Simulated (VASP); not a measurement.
# LiF (Fm-3m) in VASP: elastic constants with LDA

Aim: the elastic constants of LiF with LDA.

Program: VASP 6.6.1. These are calculated values, not measurements. Logs are shortened: lines on timing, memory, paths and dates and some standing lists are left out, and cuts for length are marked.

## 1. The cell of the first run

It takes space group Fm-3m (No. 225, cubic). Conventional cell: a = 3.909 Å, b = 3.909 Å, c = 3.909 Å, α = 90.00°, β = 90.00°, γ = 90.00°. Li (site symmetry m-3m) has 6 F at 1.95 Å within 2.6 Å. F (site symmetry m-3m) has 6 Li at 1.95 Å within 2.6 Å.

## 2. Elastic constants, LDA

INCAR reads:

```
PREC = Accurate
ENCUT = 600
EDIFF = 1E-8
ISMEAR = 0
SIGMA = 0.01
LREAL = False
LASPH = True
NELM = 100
ALGO = Normal
ISIF = 3
LWAVE = False
LCHARG = False
IBRION = 6
NFREE = 2
POTIM = 0.015
NSW = 1
```

KPOINTS reads:

```
regular mesh
0
Gamma
  10 10 10
```

POSCAR reads:

```
LiF
1.0
    1.9544648837      1.9544648837      0.0000000000
   -1.9544648837      1.9544648837      0.0000000000
    0.0000000000      1.9544648837      1.9544648837
Li F
1 1
Direct
    0.0000000000      0.0000000000      0.0000000000
    0.5000000000      0.5000000000      0.0000000000
```

Potentials or basis: VASP PAW LDA potentials, release 64 (Li_sv, F).

Command:

```console
$ cat potpaw_LDA.64/Li_sv/POTCAR potpaw_LDA.64/F/POTCAR > POTCAR
$ mpirun -np 1 vasp_std > vasp.out
```

OUTCAR:

```text
PREC = Accurate
   ENCUT = 600
   EDIFF = 1E-8
   ISMEAR = 0
   LREAL = False
   LASPH = True
   NELM = 100
   ISIF = 3
   IBRION = 6
   NFREE = 2
   POTIM = 0.015
   NSW = 1

 ion  position               nearest neighbor table
   1  0.000  0.000  0.000-   2 1.95   2 1.95   2 1.95   2 1.95   2 1.95   2 1.95
   2  0.500  0.500  0.000-   1 1.95   1 1.95   1 1.95   1 1.95   1 1.95   1 1.95

  LATTYP: Found a face centered cubic cell.
 ALAT       =     3.9089297674

  Lattice vectors:

 A1 = (   0.0000000000,   1.9544648837,   1.9544648837)
 A2 = (   1.9544648837,   0.0000000000,   1.9544648837)
 A3 = (   1.9544648837,   1.9544648837,   0.0000000000)

Analysis of symmetry for initial positions (statically):
=====================================================================
 Subroutine PRICEL returns:
 Original cell was already a primitive cell.

 Routine SETGRP: Setting up the symmetry group for a
 face centered cubic supercell.

 Subroutine GETGRP returns: Found 48 space group operations
 (whereof 48 operations were pure point group operations)
 out of a pool of 48 trial point group operations.

The static configuration has the point symmetry O_h .

Analysis of symmetry for dynamics (positions and initial velocities):
=====================================================================
 Subroutine PRICEL returns:
 Original cell was already a primitive cell.

 Routine SETGRP: Setting up the symmetry group for a
 face centered cubic supercell.

 Subroutine GETGRP returns: Found 48 space group operations
 (whereof 48 operations were pure point group operations)
 out of a pool of 48 trial point group operations.

The dynamic configuration has the point symmetry O_h .

 Subroutine INISYM returns: Found 48 space group operations
 (whereof 48 operations are pure point group operations),
 and found     1 'primitive' translations

----------------------------------------------------------------------------------------

                                     Primitive cell

  volume of cell :      14.9318

  direct lattice vectors                    reciprocal lattice vectors
     1.954464884  1.954464884  0.000000000     0.255824499  0.255824499 -0.255824499
    -1.954464884  1.954464884  0.000000000    -0.255824499  0.255824499 -0.255824499
     0.000000000  1.954464884  1.954464884     0.000000000  0.000000000  0.511648998

  length of vectors
     2.764030746  2.764030746  2.764030746     0.443101030  0.443101030  0.511648998

  position of ions in fractional coordinates (direct lattice)
     0.000000000  0.000000000  0.000000000
     0.500000000  0.500000000  0.000000000

  ion indices of the primitive-cell ions
   primitive index   ion index
                 1           1
                 2           2

----------------------------------------------------------------------------------------

 KPOINTS: regular mesh

Automatic generation of k-mesh.
 Grid dimensions read from file:
 generate k-points for:   10   10   10

 Generating k-lattice:

  Cartesian coordinates                     Fractional coordinates (reciprocal lattice)
     0.025582450  0.025582450 -0.025582450     0.100000000  0.000000000  0.000000000
    -0.025582450  0.025582450 -0.025582450     0.000000000  0.100000000  0.000000000
     0.000000000  0.000000000  0.051164900     0.000000000  0.000000000  0.100000000

  Length of vectors
     0.044310103  0.044310103  0.051164900

[... 106 lines left out ...]

  FORCE on cell =-STRESS in cart. coord.  units (eV):
  Direction    XX          YY          ZZ          XY          YZ          ZX
  --------------------------------------------------------------------------------------
  -------------------------------------------------------------------------------------
  Total       -0.0557181     -0.0557181     -0.0557181     -0.0000000      0.0000000     -0.0000000
  in kB       -5.9785162     -5.9785162     -5.9785162     -0.0000000      0.0000000     -0.0000000
  external PRESSURE =      -5.9785162 kB  Pullay stress =       0.0000000 kB
[... 89 lines left out ...]
  FREE ENERGIE OF THE ION-ELECTRON SYSTEM (eV)
  ---------------------------------------------------
  free  energy   TOTEN  =       -10.5013599090 eV

  energy  without entropy=      -10.5013599090  energy(sigma->0) =      -10.50135991

[... ionic steps 4 to 14 ...]

--------------------------------------- Ionic step       15  -------------------------------------------

 number of electron      10.0000005 magnetization

------------------------ aborting loop because EDIFF is reached ----------------------------------------
[... 67 lines left out ...]
--------------------------------------- Ionic step       17  -------------------------------------------

 number of electron      10.0000003 magnetization

 Free energy of the ion-electron system (eV)
  ---------------------------------------------------
  ext. energy  EPLUGINS =         0.00000000
  ---------------------------------------------------
  free energy    TOTEN  =       -10.50200801 eV

  energy without entropy =      -10.50200801  energy(sigma->0) =      -10.50200801

 E-fermi :  -0.5963     XC(G=0): -11.1257

 val. band max:       -0.7131693907   @ k =   0.0000   0.0000   0.0000
 cond. band min:       8.9751380160   @ k =   0.0000   0.0000   0.0000
 fundamental gap:      9.6883074067
 Fermi energy:        -0.5962579785

 k-point     1 :       0.0000    0.0000    0.0000
  band No.  band energies     occupation
      1     -40.3015      2.00000
      2     -20.5415      2.00000
      3      -0.7136      2.00000
      4      -0.7132      2.00000
      5      -0.7132      2.00000
      6       8.9751      0.00000
      7      23.8654      0.00000
      8      23.8654      0.00000
      9      23.9205      0.00000
[... 265 lines left out ...]
 k-point    24 :       0.4000    0.3000    0.0000
  band No.  band energies     occupation
      1     -40.1792      2.00000
      2     -19.7773      2.00000
      3      -3.4440      2.00000
      4      -2.5633      2.00000
      5      -1.4442      2.00000
      6      13.1419      0.00000
      7      14.8573      0.00000
      8      18.8009      0.00000
      9      19.1829      0.00000

 [... further k-points ...]

------------------------ aborting loop because EDIFF is reached ----------------------------------------

  FORCE on cell =-STRESS in cart. coord.  units (eV):
  Direction    XX          YY          ZZ          XY          YZ          ZX
  --------------------------------------------------------------------------------------
  -------------------------------------------------------------------------------------
  Total       -0.0513646     -0.0555795     -0.0555795      0.0000000      0.0000000      0.0000000
  in kB       -5.5113873     -5.9636389     -5.9636389      0.0000000      0.0000000      0.0000000
  external PRESSURE =      -5.8128884 kB  Pullay stress =       0.0000000 kB
[... 17 lines left out ...]
  FREE ENERGIE OF THE ION-ELECTRON SYSTEM (eV)
  ---------------------------------------------------
  free  energy   TOTEN  =       -10.5020080125 eV

  energy  without entropy=      -10.5020080125  energy(sigma->0) =      -10.50200801

 INTERNAL STRAIN TENSORS FROM STRAINED CELLS
 ============================================

 INTERNAL STRAIN TENSOR FOR ION    1 for displacements in x,y,z  (eV/Angst):
          X           Y           Z          XY          YZ          ZX
  --------------------------------------------------------------------------------
  x     0.00000    -0.00000    -0.00000     0.00000     0.00000     0.00000
  y    -0.00000     0.00000     0.00000    -0.00000     0.00000    -0.00000
  z     0.00000     0.00000     0.00000     0.00000     0.00000     0.00000

 INTERNAL STRAIN TENSORS FROM DISPLACED ATOMS
 ============================================

 INTERNAL STRAIN TENSOR FOR ION    1 for displacements in x,y,z  (eV/Angst):
          X           Y           Z          XY          YZ          ZX
  --------------------------------------------------------------------------------
  x     0.00000     0.00000     0.00000     0.00000     0.00000     0.00000
  y     0.00000     0.00000     0.00000     0.00000     0.00000     0.00000
  z     0.00000     0.00000     0.00000     0.00000     0.00000     0.00000

 INTERNAL STRAIN TENSOR FOR ION    2 for displacements in x,y,z  (eV/Angst):
          X           Y           Z          XY          YZ          ZX
  --------------------------------------------------------------------------------
  x     0.00000     0.00000     0.00000     0.00000     0.00000     0.00000
  y     0.00000     0.00000     0.00000     0.00000     0.00000     0.00000
  z     0.00000     0.00000     0.00000     0.00000     0.00000     0.00000

 Eigenvectors and eigenvalues of the dynamical matrix
 ----------------------------------------------------

   1 f  =   10.320428 THz    64.845164 2PiTHz  344.252436 cm-1    42.681843 meV
             X         Y         Z           dx          dy          dz
      0.000000  0.000000  0.000000    -0.854349    0.000000    0.000000
      0.000000  1.954465  0.000000     0.519700   -0.000000    0.000000
[... 21 lines left out ...]
   6 f/i=    0.006463 THz     0.040608 2PiTHz    0.215582 cm-1     0.026729 meV
             X         Y         Z           dx          dy          dz
      0.000000  0.000000  0.000000    -0.000000    0.519700    0.000000
      0.000000  1.954465  0.000000     0.000000    0.854349    0.000000

--------------------------------------------------------------------------------------------------------

 ELASTIC MODULI CONTR FROM IONIC RELAXATION (kBar)
 Direction    XX          YY          ZZ          XY          YZ          ZX
 --------------------------------------------------------------------------------
 XX           0.0000      0.0000      0.0000      0.0000      0.0000      0.0000
 YY           0.0000      0.0000      0.0000      0.0000      0.0000      0.0000
 ZZ           0.0000      0.0000      0.0000      0.0000      0.0000      0.0000
 XY           0.0000      0.0000      0.0000      0.0000      0.0000      0.0000
 YZ           0.0000      0.0000      0.0000      0.0000      0.0000      0.0000
 ZX           0.0000      0.0000      0.0000      0.0000      0.0000      0.0000
 --------------------------------------------------------------------------------

 TOTAL ELASTIC MODULI (kBar)
 Direction    XX          YY          ZZ          XY          YZ          ZX
 --------------------------------------------------------------------------------
 XX        1561.2420    484.0680    484.0680      0.0000      0.0000      0.0000
 YY         484.0680   1561.2420    484.0680      0.0000      0.0000     -0.0000
 ZZ         484.0680    484.0680   1561.2420      0.0000      0.0000      0.0000
 XY           0.0000      0.0000      0.0000    676.5752      0.0000      0.0000
 YZ           0.0000      0.0000      0.0000      0.0000    676.5752      0.0000
 ZX           0.0000     -0.0000      0.0000      0.0000      0.0000    676.5752
 --------------------------------------------------------------------------------
```

It took 5.4 min on 1 thread of Intel Xeon 8259CL, shared host; peak memory 0.2 GiB.

What came out:

```
Elastic constants C11, C12, C44                         : 156, 48, 68 GPa
Voigt bulk modulus                                      : 84 GPa
Highest phonon frequency at Γ, LO-TO splitting left out : 344 cm⁻¹
```

Phonon frequencies in cm⁻¹ (negative: imaginary):
```
              q point        frequencies
(0.000, 0.000, 0.000)  0 0 0 344 344 344
```

Elastic tensor in Voigt notation (GPa, in the Cartesian axes of the cell as first typed):
```
156  48  48   0   0   0
 48 156  48   0   0   0
 48  48 156   0   0   0
  0   0   0  68   0   0
  0   0   0   0  68   0
  0   0   0   0   0  68
```

Clamped-ion elastic tensor (GPa):
```
156  48  48   0   0   0
 48 156  48   0   0   0
 48  48 156   0   0   0
  0   0   0  68   0   0
  0   0   0   0  68   0
  0   0   0   0   0  68
```

Caveat: the cutoff is under 1.25 times the usual one of these potentials, so pressure, stress and relaxed cells hold a basis-set (Pulay) error.
